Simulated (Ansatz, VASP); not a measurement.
One calculation of TlO2, two programs

Contents of INCAR:

```
SYSTEM = TlO2
ALGO     = Normal         ! electronic algorithm
EDIFF    = 1E-7           ! SCF threshold, eV
ENCUT    = 520            ! plane-wave cutoff, eV
GGA      = PE             ! functional
ISIF     = 2              ! what is computed and relaxed
ISMEAR   = 0              ! smearing method
LASPH    = .True.         ! aspherical terms in the spheres
LCHARG   = .True.         ! write CHGCAR
LELF     = .True.         ! ELF
LREAL    = .False.        ! projectors in reciprocal space
LVHAR    = .True.       
LWAVE    = .False.        ! write WAVECAR
NBANDS   = 20             ! bands
NELM     = 80             ! most SCF steps
PREC     = Accurate       ! precision mode
SIGMA    = 0.1            ! smearing width, eV
```

KPOINTS

```
k-points
0
Gamma
  6 6 6
  0 0 0
```

POSCAR

```
TlO2
1.0
    4.0644310854      0.0000000000      0.0000000000
   -2.0322155427      3.5199005719      0.0000000000
    0.0000000000      0.0000000000      2.8587753202
Tl O
1 2
Direct
    0.0000000000      0.0000000000      0.0000000000
    0.3333333333      0.6666666667      0.5000000000
    0.6666666667      0.3333333333      0.5000000000
```

Input for Ansatz:

```yaml
crystal:
  lattice:
    - [4.0644310854, 0.0, 0.0]
    - [-2.0322155427, 3.5199005719, 0.0]
    - [0.0, 0.0, 2.8587753202]
  atoms:
    - { symbol: Tl, position: [0.0, 0.0, 0.0] }
    - { symbol: O, position: [0.3333333333, 0.6666666667, 0.5] }
    - { symbol: O, position: [0.6666666667, 0.3333333333, 0.5] }
basis:
  ecutwfc: 420
kpoints:
  mp_grid: { grid: [6, 6, 6] }
hamiltonian:
  xc: pbe
scf:
  occupations: { method: gaussian, width: 0.1 }
  lower_state_search: "off"
output:
  forces: true
  stress: true
  eigenvalues: true
```

Alike in both runs: task single point; functional PBE; k mesh 6 × 6 × 6; occupations gaussian, width 0.1 eV; no spin polarisation.

```csv
,VASP,Ansatz
version,VASP 6.6.1,Ansatz 0.2.0
potentials or method,"VASP PAW PBE potentials, release 64 (Tl_d, O), cutoff 520 eV","scalar-relativistic, plane waves, PAW"
valence electrons in the cell,25,25
```

|  | VASP | Ansatz | Ansatz less VASP |
| --- | --- | --- | --- |
| gap on the k mesh at the Fermi level (eV) | none | none | - |
| pressure (GPa) | -4.9 | -4.8 | +0.06 |
| traceless stress, the component that is largest in VASP (GPa) | 20.49 | 20.53 | +0.042 |

A gap of «none» marks a metal or a gap that the smearing closes.

The k mesh is coarse, so the values compare programs but aren't converged. Neither program's run includes spin-orbit coupling.
